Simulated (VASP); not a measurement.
# ScGa3 (Pm-3m) in VASP: single point with LDA

Aim: the single point of ScGa3 with LDA.

Program: VASP 6.6.1. These are calculated values, not measurements. Logs are shortened: lines on timing, memory, paths and dates and some standing lists are left out, and cuts for length are marked.

## (1) The cell of the first run

Symmetry: Pm-3m, No. 221, cubic system. The conventional cell has a = 3.999 Å, b = 3.999 Å, c = 3.999 Å, α = 90.00°, β = 90.00°, γ = 90.00°. Within 3.7 Å of Sc (site symmetry m-3m) lie 12 Ga at 2.83 Å. Ga (site symmetry 4/mmm) has 4 Sc at 2.83 Å and 8 Ga at 2.83 Å within 3.7 Å.

## (2) Single point, LDA

Contents of INCAR:

```
  PREC = Accurate
  ENCUT = 520
  EDIFF = 1E-6
  ISMEAR = -1
  SIGMA = 0.15
  LREAL = False
  LASPH = True
  NELM = 100
  ALGO = Fast
  ISIF = 2
  LWAVE = False
  LCHARG = False
  NBANDS = 33
```

Contents of KPOINTS:

```
Automatic mesh
0
Gamma
  10 10 10
```

Contents of POSCAR:

```
ScGa3
1.0
    3.9990820167      0.0000000000      0.0000000000
    0.0000000000      3.9990820167      0.0000000000
    0.0000000000      0.0000000000      3.9990820167
Sc Ga
1 3
Direct
    0.0000000000      0.0000000000      0.0000000000
    0.0000000000      0.5000000000      0.5000000000
    0.5000000000      0.0000000000      0.5000000000
    0.5000000000      0.5000000000      0.0000000000
```

Potentials or basis: VASP PAW LDA potentials, release 64 (Sc_sv, Ga_d).

Run with:

```console
> cat potpaw_LDA.64/Sc_sv/POTCAR potpaw_LDA.64/Ga_d/POTCAR > POTCAR
> mpirun -np 1 vasp_std > vasp.out
```

OUTCAR:

```text
PREC = Accurate
   ENCUT = 520
   EDIFF = 1E-6
   ISMEAR = -1
   LREAL = False
   LASPH = True
   NELM = 100
   ISIF = 2

 ion  position               nearest neighbor table
   1  0.000  0.000  0.000-   2 2.83   3 2.83   4 2.83   2 2.83   3 2.83   2 2.83   4 2.83   2 2.83
                             3 2.83   4 2.83   3 2.83   4 2.83
   2  0.000  0.500  0.500-   1 2.83   3 2.83   4 2.83   1 2.83   4 2.83   1 2.83   3 2.83   1 2.83
                             3 2.83   4 2.83   4 2.83   3 2.83
   3  0.500  0.000  0.500-   1 2.83   2 2.83   4 2.83   1 2.83   4 2.83   2 2.83   4 2.83   4 2.83
                             1 2.83   2 2.83   1 2.83   2 2.83
   4  0.500  0.500  0.000-   1 2.83   2 2.83   3 2.83   2 2.83   3 2.83   1 2.83   3 2.83   3 2.83
                             1 2.83   2 2.83   2 2.83   1 2.83

  LATTYP: Found a simple cubic cell.
 ALAT       =     3.9990820167

  Lattice vectors:

 A1 = (   3.9990820167,   0.0000000000,   0.0000000000)
 A2 = (   0.0000000000,   3.9990820167,   0.0000000000)
 A3 = (   0.0000000000,   0.0000000000,   3.9990820167)

Analysis of symmetry for initial positions (statically):
=====================================================================
 Subroutine PRICEL returns:
 Original cell was already a primitive cell.

 Routine SETGRP: Setting up the symmetry group for a
 simple cubic supercell.

 Subroutine GETGRP returns: Found 48 space group operations
 (whereof 48 operations were pure point group operations)
 out of a pool of 48 trial point group operations.

The static configuration has the point symmetry O_h .

Analysis of symmetry for dynamics (positions and initial velocities):
=====================================================================
 Subroutine PRICEL returns:
 Original cell was already a primitive cell.

 Routine SETGRP: Setting up the symmetry group for a
 simple cubic supercell.

 Subroutine GETGRP returns: Found 48 space group operations
 (whereof 48 operations were pure point group operations)
 out of a pool of 48 trial point group operations.

The dynamic configuration has the point symmetry O_h .

 Subroutine INISYM returns: Found 48 space group operations
 (whereof 48 operations are pure point group operations),
 and found     1 'primitive' translations

----------------------------------------------------------------------------------------

                                     Primitive cell

  volume of cell :      63.9559

  direct lattice vectors                    reciprocal lattice vectors
     3.999082017  0.000000000  0.000000000     0.250057387  0.000000000  0.000000000
     0.000000000  3.999082017  0.000000000     0.000000000  0.250057387  0.000000000
     0.000000000  0.000000000  3.999082017     0.000000000  0.000000000  0.250057387

  length of vectors
     3.999082017  3.999082017  3.999082017     0.250057387  0.250057387  0.250057387

  position of ions in fractional coordinates (direct lattice)
     0.000000000  0.000000000  0.000000000
     0.000000000  0.500000000  0.500000000
     0.500000000  0.000000000  0.500000000
     0.500000000  0.500000000  0.000000000

  ion indices of the primitive-cell ions
   primitive index   ion index
                 1           1
                 2           2
                 3           3
                 4           4

----------------------------------------------------------------------------------------

 KPOINTS: Automatic mesh

Automatic generation of k-mesh.
 Grid dimensions read from file:
 generate k-points for:   10   10   10

 Generating k-lattice:

  Cartesian coordinates                     Fractional coordinates (reciprocal lattice)
     0.025005739  0.000000000  0.000000000     0.100000000  0.000000000  0.000000000
     0.000000000  0.025005739  0.000000000     0.000000000  0.100000000  0.000000000
     0.000000000  0.000000000  0.025005739     0.000000000  0.000000000  0.100000000

  Length of vectors
     0.025005739  0.025005739  0.025005739

  Shift w.r.t. Gamma in fractional coordinates (k-lattice)
     0.000000000  0.000000000  0.000000000

 Subroutine IBZKPT returns following result:
 ===========================================

 Found     56 irreducible k-points:

 Following reciprocal coordinates:
            Coordinates               Weight
  0.000000  0.000000  0.000000      1.000000
  0.100000  0.000000  0.000000      6.000000
  0.200000  0.000000  0.000000      6.000000
  0.300000  0.000000  0.000000      6.000000
  0.400000  0.000000  0.000000      6.000000
  0.500000  0.000000  0.000000      3.000000
[... 16 lines left out ...]
  0.200000  0.100000  0.100000     24.000000
  0.300000  0.100000  0.100000     24.000000
 [... further k-points ...]
   k-points           NKPTS =     56   k-points in BZ     NKDIM =     56   number of bands    NBANDS=     33
   number of dos      NEDOS =    301   number of ions     NIONS =      4
   total plane-waves  NPLWV =  27000
   dimension x,y,z NGX =    30 NGY =   30 NGZ =   30
   dimension x,y,z NGXF=    60 NGYF=   60 NGZF=   60
   ions per type =               1   3
   NGX,Y,Z   is equivalent  to a cutoff of  12.47, 12.47, 12.47 a.u.
   NGXF,Y,Z  is equivalent  to a cutoff of  24.94, 24.94, 24.94 a.u.
 SYSTEM =  unknown system
   PREC   = accura    normal or accurate (medium, high low for compatibility)
   ISTART =      0    job   : 0-new  1-cont  2-samecut
   ICHARG =      2    charge: 1-file 2-atom 10-const
   ISPIN  =      1    spin polarized calculation?
   LNONCOLLINEAR =      F non collinear calculations
   LSORBIT =      F    spin-orbit coupling
   LASPH  =      T    aspherical Exc in radial PAW
   ENCUT  =  520.0 eV  38.22 Ry    6.18 a.u.   7.44  7.44  7.44*2*pi/ulx,y,z
   NELM   =    100;   NELMIN=  2; NELMDL= -5     # of ELM steps
   EDIFF  = 0.1E-05   stopping-criterion for ELM
   LREAL  =      F    real-space projection
   EDIFFG = 0.1E-04   stopping-criterion for IOM
   NSW    =      0    number of steps for IOM
   IBRION =     -1    ionic relax: 0-MD 1-quasi-New 2-CG
   NFREE  =      0    steps in history (QN), initial steepest desc. (CG)
   ISIF   =      2    stress and relaxation
   ISYM   =      2    0-nonsym 1-usesym 2-fastsym
   POTIM  = 0.5000    time-step for ionic-motion
   TEBEG  =    0.0;   TEEND  =   0.0 temperature during run
   PSTRESS=    0.0 pullay stress
   NELECT =      50.0000    total number of electrons
   NUPDOWN=      -1.0000    fix difference up-down
   EMIN   =  10.00;   EMAX   =-10.00  energy-range for DOS
   EFERMI =   0.00;   METHOD = LEGACY
   ISMEAR =    -1;   SIGMA  =   0.15  broadening in eV -4-tet -1-fermi 0-gaus
   EFERMI_NEDOS =   21; number of points for ismear=-14 and -15
   IALGO  =     68    algorithm
   IMIX   =      4    mixing-type and parameters
     AMIX     =   0.40;   BMIX     =  1.00
     AMIX_MAG =   1.60;   BMIX_MAG =  1.00
  volume/ion in A,a.u.               =      15.99       107.90
  Fermi-wavevector in a.u.,A,eV,Ry     =   1.508127  2.849946 30.945722  2.274446
  Thomas-Fermi vector in A             =   2.618622
   LORBIT       =      0    0 simple, 1 ext, 2 COOP (PROOUT), +10 PAW based schemes
   GGA     = CA    functional components
   LHFCALC =     F    Hartree Fock is set to
   AEXX    =    0.0000 exact exchange contribution
   IVDW    =     0    specifies the selected vdW correction
   LEPSILON=     F    determine dielectric tensor
   LRPA    =     F    only Hartree local field effects (RPA)
 non-spin polarized calculation
 RMM-DIIS sequential band-by-band and
  energy-cutoff  :      520.00
  volume of cell :       63.96
 maximum number of plane-waves:      1751
 NGX is ok and might be reduce to    30
   NGX = 15   NGY = 15   NGZ = 15

 number of electron      49.9999991 magnetization

 Free energy of the ion-electron system (eV)
  ---------------------------------------------------
  ext. energy  EPLUGINS =         0.00000000
  ---------------------------------------------------
  free energy    TOTEN  =       -19.88312759 eV

  energy without entropy =      -19.77851357  energy(sigma->0) =      -19.83082058

 E-fermi :   6.9240     XC(G=0): -12.1778

 val. band max:        6.8904857182   @ k =   0.3000   0.3000   0.0000
 cond. band min:       6.9351130782   @ k =   0.5000   0.5000   0.1000
 fundamental gap:      0.0446273599
 Fermi energy:         6.9239931462

 k-point     1 :       0.0000    0.0000    0.0000
  band No.  band energies     occupation
      1     -41.6036      2.00000
      2     -20.6529      2.00000
      3     -20.6529      2.00000
      4     -20.6529      2.00000
      5      -8.4915      2.00000
      6      -8.4587      2.00000
[... 25 lines left out ...]
     32      12.0670      0.00000
     33      12.0672      0.00000

 k-point     2 :       0.1000    0.0000    0.0000
  band No.  band energies     occupation
      1     -41.6034      2.00000
      2     -20.6576      2.00000
      3     -20.6528      2.00000
      4     -20.6528      2.00000
      5      -8.4812      2.00000
      6      -8.4556      2.00000
[... 25 lines left out ...]
     32      12.2181      0.00000
     33      12.2535      0.00000

 k-point     3 :       0.2000    0.0000    0.0000
  band No.  band energies     occupation
      1     -41.6029      2.00000
      2     -20.6696      2.00000
      3     -20.6525      2.00000
      4     -20.6525      2.00000
      5      -8.4521      2.00000
      6      -8.4471      2.00000
[... 25 lines left out ...]
     32      12.3327      0.00000
     33      12.3429      0.00000

 k-point     4 :       0.3000    0.0000    0.0000
  band No.  band energies     occupation
      1     -41.6023      2.00000
      2     -20.6845      2.00000
      3     -20.6520      2.00000
      4     -20.6520      2.00000
      5      -8.4359      2.00000
      6      -8.4106      2.00000
[... 673 lines left out ...]
     32      12.3912      0.00000
     33      12.8664      0.00000

 k-point    23 :       0.2000    0.1000    0.1000
  band No.  band energies     occupation
      1     -41.6025      2.00000
      2     -20.6691      2.00000
      3     -20.6571      2.00000
      4     -20.6561      2.00000
      5      -8.4456      2.00000
      6      -8.4232      2.00000
[... 25 lines left out ...]
     32      12.5255      0.00000
     33      12.6138      0.00000

 k-point    24 :       0.3000    0.1000    0.1000
  band No.  band energies     occupation
      1     -41.6019      2.00000
      2     -20.6835      2.00000
      3     -20.6565      2.00000
      4     -20.6554      2.00000
      5      -8.4236      2.00000
      6      -8.3977      2.00000
[... 25 lines left out ...]
     32      12.0402      0.00000
     33      13.1291      0.00000

 [... further k-points ...]
[... 5 lines left out ...]
  --------------------------------------------------------------------------------------
  -------------------------------------------------------------------------------------
  Total        0.1286433      0.1286433      0.1286433     -0.0000000     -0.0000000      0.0000000
  in kB        3.2226780      3.2226780      3.2226780     -0.0000000     -0.0000000      0.0000000
  external PRESSURE =       3.2226780 kB  Pullay stress =       0.0000000 kB

 VOLUME and BASIS-vectors are now :
 -----------------------------------------------------------------------------
  energy-cutoff  :      520.00
  volume of cell :       63.96
      direct lattice vectors                 reciprocal lattice vectors
     3.999082017  0.000000000  0.000000000     0.250057387  0.000000000  0.000000000
     0.000000000  3.999082017  0.000000000     0.000000000  0.250057387  0.000000000
     0.000000000  0.000000000  3.999082017     0.000000000  0.000000000  0.250057387

 POSITION                                       TOTAL-FORCE (eV/Angst)
 -----------------------------------------------------------------------------------
      0.00000      0.00000      0.00000         0.000000      0.000000      0.000000
      0.00000      1.99954      1.99954         0.000000      0.000000      0.000000
      1.99954      0.00000      1.99954         0.000000      0.000000      0.000000
      1.99954      1.99954      0.00000         0.000000      0.000000      0.000000
 -----------------------------------------------------------------------------------
    total drift:                                0.000000      0.000000     -0.000000

  FREE ENERGIE OF THE ION-ELECTRON SYSTEM (eV)
  ---------------------------------------------------
  free  energy   TOTEN  =       -19.8831275858 eV

  energy  without entropy=      -19.7785135714  energy(sigma->0) =      -19.83082058
```

It took 94 s on 1 thread of Intel Xeon Platinum 8375C at 2.90GHz (Ice Lake), shared host; peak memory 0.21 GiB.

Results:

| Quantity | Value |
| --- | --- |
| Free energy | -19.8831 eV |
| Pressure | 0.3 GPa |
| Band gap on the k mesh | zero (band 25 reaches 7.34 eV, above the bottom of band 26 at 3.71 eV) |
